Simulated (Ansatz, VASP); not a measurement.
One calculation of AlN, two programs

The input INCAR:

```
SYSTEM = AlN
PREC = Accurate
ENCUT = 600
EDIFF = 1E-6
ISMEAR = 0
SIGMA = 0.05
LREAL = .False.
LASPH = .True.
NELM = 120
ALGO = Normal
ISIF = 2
LWAVE = .False.
LCHARG = .False.
GGA = PS
NBANDS = 26
GGA_COMPAT = .False.
```

KPOINTS

```
Automatic mesh
0
Gamma
  8 8 8
  0 0 0
```

Contents of POSCAR:

```
AlN
1.0
   -3.1136926464      0.0000000000      0.0000000000
    0.0000000000      5.3930738627      0.0000000000
    1.5568463232     -2.6965369313     -4.9834165464
Al N
4 4
Direct
    0.9847936684      0.3325792953      0.9984919239
    0.4847936684      0.8325792953      0.9984919239
    0.2636982555      0.9159126286      0.4984919239
    0.7636982555      0.4159126286      0.4984919239
    0.8211678048      0.1415873714      0.6165080761
    0.3211678048      0.6415873714      0.6165080761
    0.0453402713      0.7249207047      0.1165080761
    0.5453402713      0.2249207047      0.1165080761
```

Input for Ansatz:

```yaml
crystal:
  lattice:
    - [-3.1136926464, 0.0, 0.0]
    - [0.0, 5.3930738627, 0.0]
    - [1.5568463232, -2.6965369313, -4.9834165464]
  atoms:
    - { symbol: Al, position: [0.9847936684, 0.3325792953, 0.9984919239] }
    - { symbol: Al, position: [0.4847936684, 0.8325792953, 0.9984919239] }
    - { symbol: Al, position: [0.2636982555, 0.9159126286, 0.4984919239] }
    - { symbol: Al, position: [0.7636982555, 0.4159126286, 0.4984919239] }
    - { symbol: "N", position: [0.8211678048, 0.1415873714, 0.6165080761] }
    - { symbol: "N", position: [0.3211678048, 0.6415873714, 0.6165080761] }
    - { symbol: "N", position: [0.0453402713, 0.7249207047, 0.1165080761] }
    - { symbol: "N", position: [0.5453402713, 0.2249207047, 0.1165080761] }
basis:
  ecutwfc: 420
kpoints:
  mp_grid: { grid: [8, 8, 8] }
hamiltonian:
  xc: pbesol
scf:
  occupations: { method: gaussian, width: 0.05 }
output:
  forces: true
  stress: true
  eigenvalues: true
  write_density: true
  write_potential: true
  elf: true
  volumetric_format: npy
```

Change from the starting cell: mode 4 (234.8 1/cm) frozen in, largest displacement +0.045 Å.

Alike in both runs: task single point; functional PBEsol; k mesh 8 × 8 × 8; occupations gaussian, width 0.05 eV; no spin polarisation.

|  | VASP | Ansatz |
| --- | --- | --- |
| version | VASP 6.6.1 | Ansatz 0.2.0 |
| potentials or method | VASP PAW PBE potentials, release 64 (Al, N), cutoff 600 eV | scalar-relativistic, plane waves, PAW |
| valence electrons in the cell | 32 | 32 |

Ansatz gave:

- gap on the k mesh at the Fermi level (eV): 4.07
- least direct gap on the mesh (eV): 4.07
- pressure (GPa): 0.0
- traceless stress, the component that is largest in VASP (GPa): 0.16
- rms of the force components (eV/Å): 0.111

Q: What did VASP give for the same quantities?

A: gap on the k mesh at the Fermi level (eV): 4.09; least direct gap on the mesh (eV): 4.09; pressure (GPa): -0.2; traceless stress, the component that is largest in VASP (GPa): 0.16; rms of the force components (eV/Å): 0.112.

VASP's potentials were made for PBE, not for PBEsol. Atom by atom the forces differ by 0.001 eV/Å (rms over components). The functional is the same, so the differences come from potentials, cutoffs and numerics.
